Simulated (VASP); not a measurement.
# V: single point with PBE

V:

```
V
1.0
    -1.49918    1.49918    1.49918
     1.49918   -1.49918    1.49918
     1.49918    1.49918   -1.49918
V
1
Direct
  0.00000 0.00000 0.00000
```

```yaml
Program: VASP 6.6.1
Task: single point
Functional: PBE
Potentials_or_basis: VASP PAW PBE potentials, release 64 (V_sv)
Cutoff: 520 eV
k_mesh: 24 × 24 × 24
Occupations: fermi-dirac, width 0.1 eV
Spin: no spin polarisation
```

- Pressure: 0.3 GPa

Levels at points of the mesh, in eV from the Fermi level:
| k point | band 4 | band 5 | band 6 | band 7 | band 8 | band 9 | band 10 | band 11 |
| --- | --- | --- | --- | --- | --- | --- | --- | --- |
| (0.00, 0.00, 0.00) | -37.04 | -6.61 | 0.40 | 0.40 | 0.40 | 2.40 | 2.40 | 20.46 |
| (0.50, 0.00, 0.00) | -37.04 | -3.19 | -1.14 | 1.62 | 2.40 | 2.76 | 4.09 | 10.14 |
| (0.50, 0.50, 0.50) | -37.65 | -3.01 | -3.01 | 3.70 | 3.70 | 3.70 | 10.18 | 10.18 |

Run time: 73 s on 1 thread of AMD EPYC 7R43 64-Core Processor (Zen 3) (shared host), peak memory 0.14 GiB.
